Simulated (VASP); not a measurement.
The system is W.

```xyz
1
Lattice="2.5900 0.0000 0.0000 0.0000 2.5900 0.0000 0.0000 0.0000 2.5900" Properties=species:S:1:pos:R:3 pbc="T T T"
W     0.0000    0.0000    0.0000
```

| Quantity | Value |
| --- | --- |
| Program | VASP 6.6.1 |
| Task | relaxation of cell and atoms |
| Functional | PBE |
| Potentials or basis | VASP PAW PBE potentials, release 64 (W_sv) |
| Cutoff | 600 eV |
| k mesh | 9 × 9 × 9 |
| Occupations | fermi-dirac, width 0.05 eV |
| Spin | no spin polarisation |

At the start: pressure 14.1 GPa; volume 17.37 Å³/atom.

Q: How do energy, volume and symmetry change on relaxing?

A: Over 4 steps the energy falls by 45.2 meV/atom and the volume is 18.46 Å³/atom (+6.2 %); space group Pm-3m (No. 221, to 0.05 Å).

Step by step:
```csv
step,energy change (eV),largest force (eV/Å),pressure (GPa),volume (Å³)
1,0.0000,0.0000,14.11,17.37
2,0.2119,0.0000,-23.63,21.51
3,-0.0451,0.0000,-0.65,18.51
4,-0.0452,0.0000,-0.08,18.46
```

Final structure:
```
W
1.0
     2.64280    0.00000    0.00000
     0.00000    2.64280    0.00000
     0.00000    0.00000    2.64280
W
1
Direct
  0.00000 0.00000 0.00000
```
